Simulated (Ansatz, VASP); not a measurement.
Given: the input of a run of Ansatz 0.2.0 on Pb.

Contents of input.yaml:

```yaml
crystal:
  lattice:
    - [0.0, 2.47502, 2.47502]
    - [2.47502, 0.0, 2.47502]
    - [2.47502, 2.47502, 0.0]
  atoms:
    - { symbol: Pb, position: [0.0, 0.0, 0.0] }
kpoints:
  mp_grid: { grid: [9, 9, 9] }
scf:
  occupations: { method: gaussian, width: 0.027 }
hamiltonian:
  xc: pbe
  pseudopotentials: { kind: all_electron, lapw: { basis_error: 0.001 } }
output:
  forces: true
  stress: true
  eigenvalues: true
```

Potentials or basis: all-electron LAPW, scalar-relativistic.

Command:

```console
$ ansatz run input.yaml --threads 1 --pin off --max-ram 3072MiB --backend cpu --events-out ev --progress --plain --runs-dir out
```

Problem. Set up the same calculation for VASP 6.6.1. Potentials there: VASP PAW PBE potentials, release 64 (Pb_d).

Solution. As run (the cutoff follows the program's own potentials):

File INCAR:

```
SYSTEM = Pb
ALGO     = Normal         ! electronic algorithm
EDIFF    = 1E-6           ! SCF threshold, eV
ENCUT    = 520            ! plane-wave cutoff, eV
GGA      = PE             ! functional
ISIF     = 2              ! what is computed and relaxed
ISMEAR   = 0              ! smearing method
LASPH    = .TRUE.         ! aspherical terms in the spheres
LCHARG   = .FALSE.        ! write CHGCAR
LREAL    = .FALSE.        ! projectors in reciprocal space
LWAVE    = .FALSE.        ! write WAVECAR
NBANDS   = 13             ! bands
NELM     = 80             ! most SCF steps
PREC     = Accurate       ! precision mode
SIGMA    = 0.027000000000000003 ! smearing width, eV
```

KPOINTS

```
k-points
0
G
  9 9 9
  0 0 0
```

Contents of POSCAR:

```
Pb
1.0
    0.0000000000      2.4750200000      2.4750200000
    2.4750200000      0.0000000000      2.4750200000
    2.4750200000      2.4750200000      0.0000000000
Pb
1
Direct
    0.0000000000      0.0000000000      0.0000000000
```

Potentials or basis: VASP PAW PBE potentials, release 64 (Pb_d).

The run is started by

```sh
$ cat potpaw_PBE.64/Pb_d/POTCAR > POTCAR
$ mpirun -np 1 vasp_std > vasp.out
```

Both were run:

|  | VASP | Ansatz | Ansatz less VASP |
| --- | --- | --- | --- |
| gap on the k mesh at the Fermi level (eV) | none | none | - |
| pressure (GPa) | 2.2 | 2.3 | +0.07 |

A gap of «none» marks a metal or a gap that the smearing closes. Ansatz ran all-electron here, and VASP with PAW potentials.

Neither program's run includes spin-orbit coupling.
